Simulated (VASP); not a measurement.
Re, 8 atoms in the cell. Symmetry: Ia-3, No. 206, cubic system. The conventional cell has a = 6.864 Å, b = 6.864 Å, c = 6.864 Å, α = 90.00°, β = 90.00°, γ = 90.00°. Re (site symmetry 3) has 4 Re at 2.38 to 2.47 Å within 3.1 Å. 

* Program: VASP 6.6.1
* Task: relaxation of cell and atoms
* Functional: PBE
* Potentials or basis: VASP PAW PBE potentials, release 64 (Re)
* Cutoff: 600 eV
* k mesh: 8 × 8 × 8
* Occupations: gaussian, width 0.1 eV
* Spin: no spin polarisation
* Dipole correction: no
* Further INCAR settings: ALGO = Fast; EDIFF = 1e-06; IBRION = 2; EDIFFG = -0.01; NSW = 100; ISIF = 3

Potentials or basis: VASP PAW PBE potentials, release 64 (Re).

Command:

```bash
$ cat potpaw_PBE.64/Re/POTCAR > POTCAR
$ mpirun -np 1 vasp_std > vasp.out
```

Hardware: 1 thread of Intel(R) Xeon(R) Platinum 8375C CPU @ 2.90GHz (Ice Lake) (shared host).

Q: How long does it take, and how much memory?

A: Wall time 28 min on 1 thread of Intel(R) Xeon(R) Platinum 8375C CPU @ 2.90GHz (Ice Lake) (shared host), peak memory 0.46 GiB. Counts: scf iterations 112, k points 35, ion steps 3.
